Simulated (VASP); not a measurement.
# Ca (Fm-3m) in VASP: a series of runs, part 2 of 2

VASP 6.6.1. Earlier steps stand in the parts before.

## 4. Electric field gradients, PBEsol

This run uses another cell than the first one, of 43.63 Å³/atom.

The input, INCAR:

```
PREC = Accurate
ENCUT = 520
EDIFF = 1E-8
ISMEAR = -1
SIGMA = 0.05
LREAL = F
LASPH = T
NELM = 80
ALGO = Normal
ISIF = 2
LWAVE = F
LCHARG = F
GGA = PS
LEFG = T
NBANDS = 11
```

The input, KPOINTS:

```
Automatic mesh
0
Gamma
  11 11 11
```

The input, POSCAR:

```
Ca
1.0
    0.0000000000      2.7942000000      2.7942000000
    2.7942000000      0.0000000000      2.7942000000
    2.7942000000      2.7942000000      0.0000000000
Ca
1
Direct
    0.0000000000      0.0000000000      0.0000000000
```

Potentials or basis: VASP PAW PBE potentials, release 64 (Ca_sv).

The run is started by

```
$ cat potpaw_PBE.64/Ca_sv/POTCAR > POTCAR
$ mpirun -np 1 vasp_std > vasp.out
```

OUTCAR:

```text
PREC = Accurate
   ENCUT = 520
   EDIFF = 1E-8
   ISMEAR = -1
   LREAL = F
   LASPH = T
   NELM = 80
   ISIF = 2
   GGA = PS

 ion  position               nearest neighbor table
   1  0.000  0.000  0.000-

  LATTYP: Found a face centered cubic cell.
 ALAT       =     5.5884000000

  Lattice vectors:

 A1 = (   0.0000000000,   2.7942000000,   2.7942000000)
 A2 = (   2.7942000000,   0.0000000000,   2.7942000000)
 A3 = (   2.7942000000,   2.7942000000,   0.0000000000)

Analysis of symmetry for initial positions (statically):
=====================================================================
 Subroutine PRICEL returns:
 Original cell was already a primitive cell.

 Routine SETGRP: Setting up the symmetry group for a
 face centered cubic supercell.

 Subroutine GETGRP returns: Found 48 space group operations
 (whereof 48 operations were pure point group operations)
 out of a pool of 48 trial point group operations.

The static configuration has the point symmetry O_h .

Analysis of symmetry for dynamics (positions and initial velocities):
=====================================================================
 Subroutine PRICEL returns:
 Original cell was already a primitive cell.

 Routine SETGRP: Setting up the symmetry group for a
 face centered cubic supercell.

 Subroutine GETGRP returns: Found 48 space group operations
 (whereof 48 operations were pure point group operations)
 out of a pool of 48 trial point group operations.

The dynamic configuration has the point symmetry O_h .

 Subroutine INISYM returns: Found 48 space group operations
 (whereof 48 operations are pure point group operations),
 and found     1 'primitive' translations

----------------------------------------------------------------------------------------

                                     Primitive cell

  volume of cell :      43.6317

  direct lattice vectors                    reciprocal lattice vectors
     0.000000000  2.794200000  2.794200000    -0.178942094  0.178942094  0.178942094
     2.794200000  0.000000000  2.794200000     0.178942094 -0.178942094  0.178942094
     2.794200000  2.794200000  0.000000000     0.178942094  0.178942094 -0.178942094

  length of vectors
     3.951595536  3.951595536  3.951595536     0.309936799  0.309936799  0.309936799

  position of ions in fractional coordinates (direct lattice)
     0.000000000  0.000000000  0.000000000

  ion indices of the primitive-cell ions
   primitive index   ion index
                 1           1

----------------------------------------------------------------------------------------

 KPOINTS: Automatic mesh

Automatic generation of k-mesh.
 Grid dimensions read from file:
 generate k-points for:   11   11   11

 Generating k-lattice:

  Cartesian coordinates                     Fractional coordinates (reciprocal lattice)
    -0.016267463  0.016267463  0.016267463     0.090909091  0.000000000  0.000000000
     0.016267463 -0.016267463  0.016267463     0.000000000  0.090909091  0.000000000
     0.016267463  0.016267463 -0.016267463     0.000000000  0.000000000  0.090909091
[... 72 lines left out ...]
   ISMEAR =    -1;   SIGMA  =   0.05  broadening in eV -4-tet -1-fermi 0-gaus
   EFERMI_NEDOS =   21; number of points for ismear=-14 and -15
   IALGO  =     38    algorithm
   IMIX   =      4    mixing-type and parameters
     AMIX     =   0.40;   BMIX     =  1.00
     AMIX_MAG =   1.60;   BMIX_MAG =  1.00
  volume/ion in A,a.u.               =      43.63       294.44
  Fermi-wavevector in a.u.,A,eV,Ry     =   1.001861  1.893242 13.656506  1.003725
  Thomas-Fermi vector in A             =   2.134310
   LORBIT       =      0    0 simple, 1 ext, 2 COOP (PROOUT), +10 PAW based schemes
   GGA     = PS    functional components
   LHFCALC =     F    Hartree Fock is set to
   AEXX    =    0.0000 exact exchange contribution
   IVDW    =     0    specifies the selected vdW correction
   LEPSILON=     F    determine dielectric tensor
   LRPA    =     F    only Hartree local field effects (RPA)
 non-spin polarized calculation
  energy-cutoff  :      520.00
  volume of cell :       43.63
 maximum number of plane-waves:      1211
 NGX is ok and might be reduce to    30
   NGX = 15   NGY = 15   NGZ = 15

 number of electron      10.0000000 magnetization

 number of electron       9.9999997 magnetization

 Free energy of the ion-electron system (eV)
  ---------------------------------------------------
  ext. energy  EPLUGINS =         0.00000000
  ---------------------------------------------------
  free energy    TOTEN  =        -2.12882440 eV

  energy without entropy =       -2.11764286  energy(sigma->0) =       -2.12323363

 E-fermi :   1.7575     XC(G=0):  -7.7052

 val. band max:        1.6784507801   @ k =  -0.3636   0.4545   0.0909
 cond. band min:       1.7628560697   @ k =   0.4545   0.0000   0.0000
 fundamental gap:      0.0844052897
 Fermi energy:         1.7575283720

 k-point     1 :       0.0000    0.0000    0.0000
  band No.  band energies     occupation
      1     -40.1586      2.00000
      2     -21.1543      2.00000
      3     -21.1543      2.00000
      4     -21.1543      2.00000
      5      -2.2119      2.00000
      6       4.0435      0.00000
      7       4.0435      0.00000
      8       4.0435      0.00000
      9       5.0799      0.00000
     10       5.0799      0.00000
     11      10.7473      0.00000
[... 309 lines left out ...]
 k-point    24 :      -0.1818    0.1818    0.0000
  band No.  band energies     occupation
      1     -40.1507      2.00000
      2     -21.2226      2.00000
      3     -21.1833      2.00000
      4     -21.1631      2.00000
      5      -0.8288      2.00000
      6       3.0642      0.00000
      7       3.8012      0.00000
      8       4.5319      0.00000
      9       4.5933      0.00000
     10       5.5468      0.00000
     11       8.9940      0.00000

 [... further k-points ...]

------------------------ aborting loop because EDIFF is reached ----------------------------------------

  FORCE on cell =-STRESS in cart. coord.  units (eV):
  Direction    XX          YY          ZZ          XY          YZ          ZX
  --------------------------------------------------------------------------------------
  -------------------------------------------------------------------------------------
  Total       -0.3155763     -0.3155763     -0.3155763      0.0000000      0.0000000      0.0000000
  in kB      -11.5881089    -11.5881089    -11.5881089      0.0000000      0.0000000      0.0000000
  external PRESSURE =     -11.5881089 kB  Pullay stress =       0.0000000 kB

 VOLUME and BASIS-vectors are now :
 -----------------------------------------------------------------------------
  energy-cutoff  :      520.00
  volume of cell :       43.63
      direct lattice vectors                 reciprocal lattice vectors
     0.000000000  2.794200000  2.794200000    -0.178942094  0.178942094  0.178942094
     2.794200000  0.000000000  2.794200000     0.178942094 -0.178942094  0.178942094
     2.794200000  2.794200000  0.000000000     0.178942094  0.178942094 -0.178942094

 POSITION                                       TOTAL-FORCE (eV/Angst)
 -----------------------------------------------------------------------------------
      0.00000      0.00000      0.00000        -0.000000      0.000000     -0.000000
 -----------------------------------------------------------------------------------
    total drift:                               -0.000000     -0.000000      0.000000

  FREE ENERGIE OF THE ION-ELECTRON SYSTEM (eV)
  ---------------------------------------------------
  free  energy   TOTEN  =        -2.1288244013 eV

  energy  without entropy=       -2.1176428555  energy(sigma->0) =       -2.12323363

 Electric field gradients (V/A^2)
---------------------------------------------------------------------
 ion       V_xx      V_yy      V_zz      V_xy      V_xz      V_yz
---------------------------------------------------------------------
   1       0.000    -0.000     0.000     0.000     0.000     0.000
---------------------------------------------------------------------

 Electric field gradients after diagonalization (V/A^2)
 (convention: |V_zz| > |V_xx| > |V_yy|)
----------------------------------------------------------------------
 ion       V_xx      V_yy      V_zz     asymmetry (V_yy - V_xx)/ V_zz
----------------------------------------------------------------------
   1      -0.000    -0.000     0.001       0.000
----------------------------------------------------------------------

           NMR quadrupolar parameters

 Cq : quadrupolar parameter    Cq=e*Q*V_zz/h
 eta: asymmetry parameters     (V_yy - V_xx)/ V_zz
 Q  : nuclear electric quadrupole moment in mb (millibarn)
----------------------------------------------------------------------
 ion       Cq(MHz)       eta       Q (mb)
----------------------------------------------------------------------
   1       0.000       0.000       1.000
----------------------------------------------------------------------
```

It took 26 s on 1 thread of Intel Xeon Platinum 8259CL at 2.50GHz (Skylake/Cascade Lake), shared host; peak memory 0.18 GiB.

What came out:

| Quantity | Value |
| --- | --- |
| Free energy | -2.1288 eV |
| Pressure | -1.2 GPa |
| Band gap on the k mesh | zero (bands 5 and 6 overlap by 0.30 eV) |
| Largest electric field gradient by atom | under 0.05 V/Å² on every atom |

Caveat: the PAW data sets were made with another functional, which shifts forces and pressure a little.

## 5. Overview

```tsv
cell	gap on the mesh (eV)	pressure (GPa)
a = 3.871 Å, angles 60.0°, 1 atom	none	-0.2
a = 3.898 Å, angles 60.0°, 1 atom	none	-0.5
a = 3.952 Å, angles 60.0°, 1 atom	none	-1.2
```

Alike in all rows: task electric field gradients; level PBEsol; potentials or basis VASP PAW PBE potentials, release 64 (Ca_sv); no spin polarisation; k mesh 11 × 11 × 11; cutoff (eV) 520; smearing fermi-dirac 0.05 eV.

Caveats: the PAW data sets were made with another functional, which shifts forces and pressure a little.

Absolute energies hang on the potentials; compare differences alone.

The gap in the log of VASP goes by the Fermi energy; the results here count the filled bands.